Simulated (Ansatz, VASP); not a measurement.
Eu in VASP and in Ansatz

POSCAR

```
Eu
1.0
    0.0000000000      2.7893026900      2.7893026900
    2.7893026900      0.0000000000      2.7893026900
    2.7893026900      2.7893026900      0.0000000000
Eu
1
Direct
    0.0000000000      0.0000000000      0.0000000000
```

File INCAR.step1:

```
PREC = Accurate ; ENCUT = 520
ISMEAR = -1 ; SIGMA = 0.1
LREAL = F ; LASPH = T
NELM = 150 ; ISPIN = 2
MAGMOM = 4.9 ; LMAXMIX = 6
NBANDS = 18 ; GGA = PE
ALGO = Normal ; EDIFF = 1E-4
LWAVE = T ; LCHARG = F
```

The input INCAR.step2:

```
PREC = Accurate ; ENCUT = 520
EDIFF = 1E-7 ; ISMEAR = -1
SIGMA = 0.1 ; LREAL = F
LASPH = T ; NELM = 150
ALGO = Normal ; ISIF = 2
LWAVE = F ; LCHARG = F
ISPIN = 2 ; MAGMOM = 4.9
LORBIT = 11 ; LMAXMIX = 6
METAGGA = R2SCAN ; LMIXTAU = T
NBANDS = 18 ; ISTART = 1
```

KPOINTS

```
Automatic mesh
0
Gamma
  7 7 7
```

Input for Ansatz:

```yaml
crystal:
  lattice:
    - [0.0, 2.78930269, 2.78930269]
    - [2.78930269, 0.0, 2.78930269]
    - [2.78930269, 2.78930269, 0.0]
  atoms:
    - { symbol: Eu, position: [0.0, 0.0, 0.0], spin: 4.9 }
basis:
  ecutwfc: 600.0
kpoints:
  mp_grid:
    grid: [7, 7, 7]
hamiltonian:
  xc: r2scan
magnetization:
  spin_polarized: true
scf:
  occupations:
    method: fermi_dirac
    width: 0.1
output:
  stress: true
```

Alike in both runs: task single point; functional r2SCAN; k mesh 7 × 7 × 7; occupations fermi-dirac, width 0.1 eV; collinear spin.

```csv
,VASP,Ansatz
version,VASP 6.6.1,Ansatz 0.2.0
potentials or method,"VASP PAW PBE potentials, release 64 (Eu), cutoff 520 eV","plane waves, PAW"
valence electrons in the cell,17,17
```

```tsv
	VASP	Ansatz	Ansatz less VASP
pressure (GPa)	-0.7	-0.3	+0.38
net moment per atom (μB)	7.86	7.87	+0.016
size of the moment on the site where the two differ most (μB)	6.73	7.39	+0.659
```

VASP's potentials were made for PBE, not for r2SCAN. Site moments also hang on the region over which each program counts them. Ansatz's warnings: given moment on shells, stability check not made.

Spin-orbit coupling is off throughout.
